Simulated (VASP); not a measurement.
Write the native input for VASP 6.6.1 that does the following.

| Quantity | Value |
| --- | --- |
| Task | single point |
| Functional | PBE |
| Potentials or basis | VASP PAW PBE potentials, release 64 (In_d, P) |
| Cutoff | 520 eV |
| k mesh | 6 × 6 × 6 |
| Occupations | gaussian, width 0.01 eV |
| Spin | no spin polarisation |
| Dipole correction | no |
| Further INCAR settings | ALGO = Normal; EDIFF = 1e-06; NBANDS = 16 |

The structure of InP lies in POSCAR:

```
InP
1.0
    4.1322749556      0.0000000000      0.0000000000
    2.0661374778      3.5786550870      0.0000000000
    2.0661374778      1.1928850290      3.3739883727
In P
1 1
Direct
    0.0000000000      0.0000000000      0.0000000000
    0.2500000000      0.2500000000      0.2500000000
```

One way to write it, as run:

INCAR

```
SYSTEM = InP
PREC = Accurate
ENCUT = 520
EDIFF = 1E-6
ISMEAR = 0
SIGMA = 0.01
LREAL = .FALSE.
LASPH = .TRUE.
NELM = 60
ALGO = Normal
ISIF = 2
LWAVE = .FALSE.
LCHARG = .FALSE.
GGA = PE
NBANDS = 16
```

KPOINTS

```
Automatic mesh
0
G
  6 6 6
  0 0 0
```

Potentials or basis: VASP PAW PBE potentials, release 64 (In_d, P).

Launch:

```bash
$ cat potpaw_PBE.64/In_d/POTCAR potpaw_PBE.64/P/POTCAR > POTCAR
$ mpirun -np 1 vasp_std > vasp.out
```

Results of the run:

```
Pressure               : 3.9 GPa
Band gap on the k mesh : 0.76 eV, direct
```

Caveat: spin-orbit coupling is left out, which moves the levels of the heavy elements.

Wall time 16 s on 1 thread of Intel(R) Xeon(R) Platinum 8488C (Sapphire Rapids), with other jobs on the host, peak memory 0.18 GiB.
